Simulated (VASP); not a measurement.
# GaN (Fm-3m) in VASP: single point with LDA

Aim: the single point of GaN with LDA.

All numbers are computed with VASP 6.6.1; they aren't measurements. Logs are shortened: lines on timing, memory, paths and dates and some standing lists are left out, and cuts for length are marked.

### Step 1. The cell of the first run

Symmetry: Fm-3m, No. 225, cubic system. The conventional cell has a = 4.130 Å, b = 4.130 Å, c = 4.130 Å, α = 90.00°, β = 90.00°, γ = 90.00°. Ga (site symmetry m-3m) has 6 N at 2.06 Å within 2.7 Å. Within 2.7 Å of N (site symmetry m-3m) lie 6 Ga at 2.06 Å.

### Step 2. Single point, LDA

File INCAR:

```
ALGO = Normal ; EDIFF = 1E-6
ENCUT = 1330 ; GGA = CA
GGA_COMPAT = False ; ISIF = 2
ISMEAR = 0 ; LASPH = True
LCHARG = True ; LELF = True
LREAL = False ; LVHAR = True
LWAVE = False ; NBANDS = 16
NELM = 120 ; PREC = Accurate
SIGMA = 0.01
```

File KPOINTS:

```
k-points
0
Gamma
  8 8 8
```

File POSCAR:

```
GaN
1.0
    0.0000000000      2.0648671769      2.0648671769
    2.0648671769      0.0000000000      2.0648671769
    2.0648671769      2.0648671769      0.0000000000
Ga N
1 1
Direct
    0.0000000000      0.0000000000      0.0000000000
    0.5000000000      0.5000000000      0.5000000000
```

Potentials or basis: VASP PAW LDA potentials, release 64 (Ga_d, N_h).

Launch:

```bash
$ cat potpaw_LDA.64/Ga_d/POTCAR potpaw_LDA.64/N_h/POTCAR > POTCAR
$ mpirun -np 1 vasp_std > vasp.out
```

OUTCAR:

```text
EDIFF = 1E-6
   ENCUT = 1330
   GGA = CA
   ISIF = 2
   ISMEAR = 0
   LASPH = True
   LREAL = False
   NELM = 120
   PREC = Accurate

 ion  position               nearest neighbor table
   1  0.000  0.000  0.000-   2 2.06   2 2.06   2 2.06   2 2.06   2 2.06   2 2.06
   2  0.500  0.500  0.500-   1 2.06   1 2.06   1 2.06   1 2.06   1 2.06   1 2.06

  LATTYP: Found a face centered cubic cell.
 ALAT       =     4.1297343538

  Lattice vectors:

 A1 = (   0.0000000000,   2.0648671769,   2.0648671769)
 A2 = (   2.0648671769,   0.0000000000,   2.0648671769)
 A3 = (   2.0648671769,   2.0648671769,   0.0000000000)

Analysis of symmetry for initial positions (statically):
=====================================================================
 Subroutine PRICEL returns:
 Original cell was already a primitive cell.

 Routine SETGRP: Setting up the symmetry group for a
 face centered cubic supercell.

 Subroutine GETGRP returns: Found 48 space group operations
 (whereof 48 operations were pure point group operations)
 out of a pool of 48 trial point group operations.

The static configuration has the point symmetry O_h .

Analysis of symmetry for dynamics (positions and initial velocities):
=====================================================================
 Subroutine PRICEL returns:
 Original cell was already a primitive cell.

 Routine SETGRP: Setting up the symmetry group for a
 face centered cubic supercell.

 Subroutine GETGRP returns: Found 48 space group operations
 (whereof 48 operations were pure point group operations)
 out of a pool of 48 trial point group operations.

The dynamic configuration has the point symmetry O_h .

 Subroutine INISYM returns: Found 48 space group operations
 (whereof 48 operations are pure point group operations),
 and found     1 'primitive' translations

----------------------------------------------------------------------------------------

                                     Primitive cell

  volume of cell :      17.6079

  direct lattice vectors                    reciprocal lattice vectors
     0.000000000  2.064867177  2.064867177    -0.242146326  0.242146326  0.242146326
     2.064867177  0.000000000  2.064867177     0.242146326 -0.242146326  0.242146326
     2.064867177  2.064867177  0.000000000     0.242146326  0.242146326 -0.242146326

  length of vectors
     2.920163166  2.920163166  2.920163166     0.419409739  0.419409739  0.419409739

  position of ions in fractional coordinates (direct lattice)
     0.000000000  0.000000000  0.000000000
     0.500000000  0.500000000  0.500000000

  ion indices of the primitive-cell ions
   primitive index   ion index
                 1           1
                 2           2

----------------------------------------------------------------------------------------

 KPOINTS: k-points

Automatic generation of k-mesh.
 Grid dimensions read from file:
 generate k-points for:    8    8    8

 Generating k-lattice:

  Cartesian coordinates                     Fractional coordinates (reciprocal lattice)
    -0.030268291  0.030268291  0.030268291     0.125000000  0.000000000  0.000000000
     0.030268291 -0.030268291  0.030268291     0.000000000  0.125000000  0.000000000
     0.030268291  0.030268291 -0.030268291     0.000000000  0.000000000  0.125000000

  Length of vectors
     0.052426217  0.052426217  0.052426217

  Shift w.r.t. Gamma in fractional coordinates (k-lattice)
     0.000000000  0.000000000  0.000000000

 Subroutine IBZKPT returns following result:
 ===========================================

 Found     29 irreducible k-points:

 Following reciprocal coordinates:
            Coordinates               Weight
  0.000000  0.000000  0.000000      1.000000
  0.125000  0.000000  0.000000      8.000000
  0.250000  0.000000  0.000000      8.000000
  0.375000  0.000000  0.000000      8.000000
  0.500000  0.000000  0.000000      4.000000
  0.125000  0.125000  0.000000      6.000000
[... 16 lines left out ...]
  0.500000  0.250000  0.125000     48.000000
 -0.375000  0.250000  0.125000     24.000000
 [... further k-points ...]
   k-points           NKPTS =     29   k-points in BZ     NKDIM =     29   number of bands    NBANDS=     16
   number of dos      NEDOS =    301   number of ions     NIONS =      2
   total plane-waves  NPLWV =  46656
   dimension x,y,z NGX =    36 NGY =   36 NGZ =   36
   dimension x,y,z NGXF=    72 NGYF=   72 NGZF=   72
   ions per type =               1   1
   NGX,Y,Z   is equivalent  to a cutoff of  20.49, 20.49, 20.49 a.u.
   NGXF,Y,Z  is equivalent  to a cutoff of  40.99, 40.99, 40.99 a.u.
 SYSTEM =  unknown system
   PREC   = accura    normal or accurate (medium, high low for compatibility)
   ISTART =      0    job   : 0-new  1-cont  2-samecut
   ICHARG =      2    charge: 1-file 2-atom 10-const
   ISPIN  =      1    spin polarized calculation?
   LNONCOLLINEAR =      F non collinear calculations
   LSORBIT =      F    spin-orbit coupling
   LASPH  =      T    aspherical Exc in radial PAW
   ENCUT  = 1330.0 eV  97.75 Ry    9.89 a.u.   8.68  8.68  8.68*2*pi/ulx,y,z
   NELM   =    120;   NELMIN=  2; NELMDL= -5     # of ELM steps
   EDIFF  = 0.1E-05   stopping-criterion for ELM
   LREAL  =      F    real-space projection
   EDIFFG = 0.1E-04   stopping-criterion for IOM
   NSW    =      0    number of steps for IOM
   IBRION =     -1    ionic relax: 0-MD 1-quasi-New 2-CG
   NFREE  =      0    steps in history (QN), initial steepest desc. (CG)
   ISIF   =      2    stress and relaxation
   ISYM   =      2    0-nonsym 1-usesym 2-fastsym
   POTIM  = 0.5000    time-step for ionic-motion
   TEBEG  =    0.0;   TEEND  =   0.0 temperature during run
   PSTRESS=    0.0 pullay stress
   NELECT =      18.0000    total number of electrons
   NUPDOWN=      -1.0000    fix difference up-down
   EMIN   =  10.00;   EMAX   =-10.00  energy-range for DOS
   EFERMI =   0.00;   METHOD = LEGACY
   ISMEAR =     0;   SIGMA  =   0.01  broadening in eV -4-tet -1-fermi 0-gaus
   EFERMI_NEDOS =   21; number of points for ismear=-14 and -15
   IALGO  =     38    algorithm
   IMIX   =      4    mixing-type and parameters
     AMIX     =   0.40;   BMIX     =  1.00
     AMIX_MAG =   1.60;   BMIX_MAG =  1.00
  volume/ion in A,a.u.               =       8.80        59.41
  Fermi-wavevector in a.u.,A,eV,Ry     =   1.649163  3.116466 37.004284  2.719738
  Thomas-Fermi vector in A             =   2.738329
   LORBIT       =      0    0 simple, 1 ext, 2 COOP (PROOUT), +10 PAW based schemes
   GGA     = CA    functional components
   LHFCALC =     F    Hartree Fock is set to
   AEXX    =    0.0000 exact exchange contribution
   IVDW    =     0    specifies the selected vdW correction
   LEPSILON=     F    determine dielectric tensor
   LRPA    =     F    only Hartree local field effects (RPA)
 non-spin polarized calculation
 Gauss-broadening in eV      SIGMA  =   0.01
  energy-cutoff  :     1330.00
  volume of cell :       17.61
 maximum number of plane-waves:      1964
   NGX = 17   NGY = 17   NGZ = 17

 number of electron      18.0000001 magnetization

 Free energy of the ion-electron system (eV)
  ---------------------------------------------------
  ext. energy  EPLUGINS =         0.00000000
  ---------------------------------------------------
  free energy    TOTEN  =       -13.05725397 eV

  energy without entropy =      -13.05725397  energy(sigma->0) =      -13.05725397

 E-fermi :   9.0413     XC(G=0): -13.9020

 val. band max:        8.9771722896   @ k =  -0.2500   0.1250   0.0000
 cond. band min:       9.8605713813   @ k =   0.5000   0.5000   0.0000
 fundamental gap:      0.8833990917
 Fermi energy:         9.0412655333

 k-point     1 :       0.0000    0.0000    0.0000
  band No.  band energies     occupation
      1      -8.9351      2.00000
      2      -5.0994      2.00000
      3      -5.0994      2.00000
      4      -5.0994      2.00000
      5      -4.9821      2.00000
      6      -4.9821      2.00000
[... 8 lines left out ...]
     15      25.5355      0.00000
     16      25.5355      0.00000

 k-point     2 :       0.1250    0.0000    0.0000
  band No.  band energies     occupation
      1      -8.6054      2.00000
      2      -5.1160      2.00000
      3      -5.0871      2.00000
      4      -5.0871      2.00000
      5      -5.0017      2.00000
      6      -5.0017      2.00000
[... 8 lines left out ...]
     15      25.6464      0.00000
     16      25.6464      0.00000

 k-point     3 :       0.2500    0.0000    0.0000
  band No.  band energies     occupation
      1      -7.6670      2.00000
      2      -5.1592      2.00000
      3      -5.1592      2.00000
      4      -5.1569      2.00000
      5      -4.9451      2.00000
      6      -4.9451      2.00000
[... 8 lines left out ...]
     15      27.3802      0.00000
     16      27.3802      0.00000

 k-point     4 :       0.3750    0.0000    0.0000
  band No.  band energies     occupation
      1      -6.3510      2.00000
      2      -5.2586      2.00000
      3      -5.2586      2.00000
      4      -5.2103      2.00000
      5      -4.8581      2.00000
      6      -4.8581      2.00000
[... 8 lines left out ...]
     15      30.2256      0.00000
     16      30.2256      0.00000

 k-point     5 :       0.5000    0.0000    0.0000
  band No.  band energies     occupation
      1      -5.4050      2.00000
      2      -5.3834      2.00000
      3      -5.3003      2.00000
      4      -5.3003      2.00000
      5      -4.8206      2.00000
      6      -4.8206      2.00000
[... 8 lines left out ...]
     15      32.9907      0.00000
     16      32.9907      0.00000

 k-point     6 :       0.1250    0.1250    0.0000
  band No.  band energies     occupation
      1      -8.5072      2.00000
      2      -5.1328      2.00000
      3      -5.0684      2.00000
      4      -5.0601      2.00000
      5      -5.0601      2.00000
      6      -4.9624      2.00000
[... 8 lines left out ...]
     15      28.4213      0.00000
     16      28.4213      0.00000

 k-point     7 :       0.2500    0.1250    0.0000
  band No.  band energies     occupation
      1      -7.8196      2.00000
      2      -5.1711      2.00000
      3      -5.1438      2.00000
      4      -5.0664      2.00000
      5      -4.9676      2.00000
      6      -4.9186      2.00000
[... 8 lines left out ...]
     15      28.6387      0.00000
     16      29.6375      0.00000

 k-point     8 :       0.3750    0.1250    0.0000
  band No.  band energies     occupation
      1      -6.7835      2.00000
      2      -5.2561      2.00000
      3      -5.1552      2.00000
      4      -5.1189      2.00000
      5      -4.8415      2.00000
      6      -4.7478      2.00000
[... 8 lines left out ...]
     15      29.2553      0.00000
     16      31.6981      0.00000

 k-point     9 :       0.5000    0.1250    0.0000
  band No.  band energies     occupation
      1      -6.0725      2.00000
      2      -5.3262      2.00000
      3      -5.2373      2.00000
      4      -5.0372      2.00000
      5      -4.8139      2.00000
      6      -4.3026      2.00000
[... 8 lines left out ...]
     15      30.3794      0.00000
     16      33.0704      0.00000
[... 172 lines left out ...]
 k-point    19 :       0.5000    0.3750    0.0000
  band No.  band energies     occupation
      1      -6.9658      2.00000
      2      -5.2960      2.00000
      3      -4.9117      2.00000
      4      -4.8268      2.00000
      5      -4.7735      2.00000
      6      -2.3751      2.00000
[... 8 lines left out ...]
     15      35.6968      0.00000
     16      37.7855      0.00000

 k-point    20 :      -0.3750    0.3750    0.0000
  band No.  band energies     occupation
      1      -6.7351      2.00000
      2      -5.2446      2.00000
      3      -5.0212      2.00000
      4      -4.9325      2.00000
      5      -4.7984      2.00000
      6      -2.1992      2.00000
[... 8 lines left out ...]
     15      32.6019      0.00000
     16      35.1953      0.00000

 k-point    21 :       0.5000    0.5000    0.0000
  band No.  band energies     occupation
      1      -7.0751      2.00000
      2      -5.3297      2.00000
      3      -4.8476      2.00000
      4      -4.7546      2.00000
      5      -4.7546      2.00000
      6      -1.7139      2.00000
[... 8 lines left out ...]
     15      38.2063      0.00000
     16      38.2258      0.00000

 k-point    22 :       0.3750    0.2500    0.1250
  band No.  band energies     occupation
      1      -7.1539      2.00000
      2      -5.1886      2.00000
      3      -5.1455      2.00000
      4      -5.0550      2.00000
      5      -4.9473      2.00000
      6      -4.6952      2.00000
[... 8 lines left out ...]
     15      30.9537      0.00000
     16      31.3911      0.00000

 k-point    23 :       0.5000    0.2500    0.1250
  band No.  band energies     occupation
      1      -6.5471      2.00000
      2      -5.2282      2.00000
      3      -5.1441      2.00000
      4      -5.0674      2.00000
      5      -4.8556      2.00000
      6      -4.0540      2.00000
[... 8 lines left out ...]
     15      31.0142      0.00000
     16      32.5239      0.00000

 k-point    24 :      -0.3750    0.2500    0.1250
  band No.  band energies     occupation
      1      -6.3561      2.00000
      2      -5.2649      2.00000
      3      -5.1499      2.00000
      4      -5.0517      2.00000
      5      -4.8166      2.00000
      6      -3.4313      2.00000
[... 8 lines left out ...]
     15      28.6543      0.00000
     16      33.4020      0.00000

 [... further k-points ...]
[... 5 lines left out ...]
  --------------------------------------------------------------------------------------
  -------------------------------------------------------------------------------------
  Total        1.2717920      1.2717920      1.2717920      0.0000000      0.0000000     -0.0000000
  in kB      115.7231658    115.7231658    115.7231658      0.0000000      0.0000000     -0.0000000
  external PRESSURE =     115.7231658 kB  Pullay stress =       0.0000000 kB

 VOLUME and BASIS-vectors are now :
 -----------------------------------------------------------------------------
  energy-cutoff  :     1330.00
  volume of cell :       17.61
      direct lattice vectors                 reciprocal lattice vectors
     0.000000000  2.064867177  2.064867177    -0.242146326  0.242146326  0.242146326
     2.064867177  0.000000000  2.064867177     0.242146326 -0.242146326  0.242146326
     2.064867177  2.064867177  0.000000000     0.242146326  0.242146326 -0.242146326

 POSITION                                       TOTAL-FORCE (eV/Angst)
 -----------------------------------------------------------------------------------
      0.00000      0.00000      0.00000         0.000000      0.000000      0.000000
      2.06487      2.06487      2.06487        -0.000000     -0.000000     -0.000000
 -----------------------------------------------------------------------------------
    total drift:                                0.000000      0.000000      0.000000

  FREE ENERGIE OF THE ION-ELECTRON SYSTEM (eV)
  ---------------------------------------------------
  free  energy   TOTEN  =       -13.0572539719 eV

  energy  without entropy=      -13.0572539719  energy(sigma->0) =      -13.05725397
```

Run time: 25 s. Hardware: 1 thread of Intel Xeon Platinum 8488C (Sapphire Rapids), shared host; peak memory 0.19 GiB.

Results:

- Free energy: -13.0573 eV
- Pressure: 11.6 GPa
- Band gap on the k mesh: 0.88 eV (least direct gap 3.75 eV)

Levels at points of the mesh, in eV from the valence-band top:
```tsv
k point	band 6	band 7	band 8	band 9	band 10	band 11	band 12	band 13
(0.00, 0.00, 0.00)	-13.96	-0.59	-0.59	-0.59	3.16	15.08	15.08	15.08
(0.50, 0.00, 0.00)	-13.80	-8.69	-0.15	-0.15	4.98	9.31	9.31	10.19
(0.50, 0.50, 0.00)	-10.69	-7.72	-3.33	-3.33	0.88	7.85	12.49	15.20
```

Caveat: the cell stands under pressure. A k mesh can miss the band edges.
